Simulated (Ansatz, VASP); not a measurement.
Two plane-wave programs on Cu

```
CELL_PARAMETERS angstrom
2.50930 0.00000 0.00000
-1.25465 2.17312 0.00000
0.00000 0.00000 4.15130
ATOMIC_POSITIONS crystal
Cu 0.33333 0.66667 0.25000
Cu 0.66667 0.33333 0.75000
```

Alike in both runs: functional PBEsol; k mesh 15 × 15 × 8; no spin polarisation.

Ansatz relaxed the structure, and its values are those at the end. VASP's run is a single point on that final structure, the one shown.

```csv
,VASP,Ansatz
version,VASP 6.6.1,Ansatz 0.2.0
potentials or method,"VASP PAW PBE potentials, release 64 (Cu), cutoff 520 eV","plane waves, PAW"
occupations,"methfessel-paxton of order 1, width 0.15 eV","cold, width 0.15 eV"
valence electrons in the cell,22,38
```

VASP gave:

```
pressure (GPa) : 0.7
```

Task: What did Ansatz give for the same quantities?

Result: Pressure (GPa): 0.0.

VASP's potentials were made for PBE, not for PBEsol. VASP's potentials hold 22 valence electrons a cell and Ansatz's 38, so a difference there can come from the potentials and not from the codes.
